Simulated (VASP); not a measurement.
A run of VASP 6.6.1:

File INCAR:

```
SYSTEM = BaTiO3
ALGO = Normal ; EDIFF = 1E-6
EDIFFG = -0.01 ; ENCUT = 600
GGA = PE ; IBRION = 2
ISIF = 4 ; ISMEAR = 0
LASPH = .True. ; LCHARG = .False.
LREAL = .False. ; LWAVE = .False.
NELM = 100 ; NSW = 50
PREC = Accurate ; SIGMA = 0.02
```

Contents of KPOINTS:

```
k-points
0
Gamma
  8 8 8
  0 0 0
```

Contents of POSCAR:

```
BaTiO3
1.0
    3.9322626708      0.0000000000      0.0000000000
    0.0000000000      2.8613582103      2.8864437520
    0.0000000000     -2.8613582103      2.8864437520
Ba Ti O
1 1 3
Direct
    0.0000000000      0.0115969521      0.0115969521
    0.5000000000      0.5278060064      0.5278060064
    0.0000000000      0.4872863765      0.4872863765
    0.5000000000      0.4931620084      0.9763686566
    0.5000000000      0.9763686566      0.4931620084
```

Potentials or basis: VASP PAW PBE potentials, release 64 (Ba_sv, Ti_sv, O).

Launch:

```bash
$ cat potpaw_PBE.64/Ba_sv/POTCAR potpaw_PBE.64/Ti_sv/POTCAR potpaw_PBE.64/O/POTCAR > POTCAR
$ mpirun -np 1 vasp_std > vasp.out
```

Hardware: 1 thread of Intel Xeon 6975P-C (shared host).

Q: How long does it take, and how much memory?

A: Run time: 8.8 min on 1 thread of Intel Xeon 6975P-C, on a shared host, peak memory 0.34 GiB. Counts: scf iterations 68, k points 105, ion steps 10.
